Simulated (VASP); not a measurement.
Input of a VASP 6.6.1 run:

INCAR

```
SYSTEM = Au
  ALGO = Normal
  EDIFF = 1E-6
  ENCUT = 520
  GGA = PE
  ISIF = 2
  ISMEAR = -1
  LASPH = .TRUE.
  LCHARG = .FALSE.
  LREAL = .FALSE.
  LWAVE = .FALSE.
  NBANDS = 12
  NELM = 60
  PREC = Accurate
  SIGMA = 0.06122561905347299
```

KPOINTS

```
k-points
0
G
  23 23 23
  0 0 0
```

POSCAR

```
Au
1.0
    0.0000000000      2.0505781063      2.0505781063
    2.0505781063      0.0000000000      2.0505781063
    2.0505781063      2.0505781063      0.0000000000
Au
1
Direct
    0.0000000000      0.0000000000      0.0000000000
```

Potentials or basis: VASP PAW PBE potentials, release 64 (Au).

The run is started by

```console
$ cat potpaw_PBE.64/Au/POTCAR > POTCAR
$ mpirun -np 1 vasp_std > vasp.out
```

Task: Estimate the pressure.

Result: 6.2 GPa.

Task: What does it give for the band gap on the k mesh?

Result: Zero (an odd number of electrons rules out a gap without spin polarisation).

Caveat: the cell stands under pressure; spin-orbit coupling is left out, which moves the levels of the heavy elements.
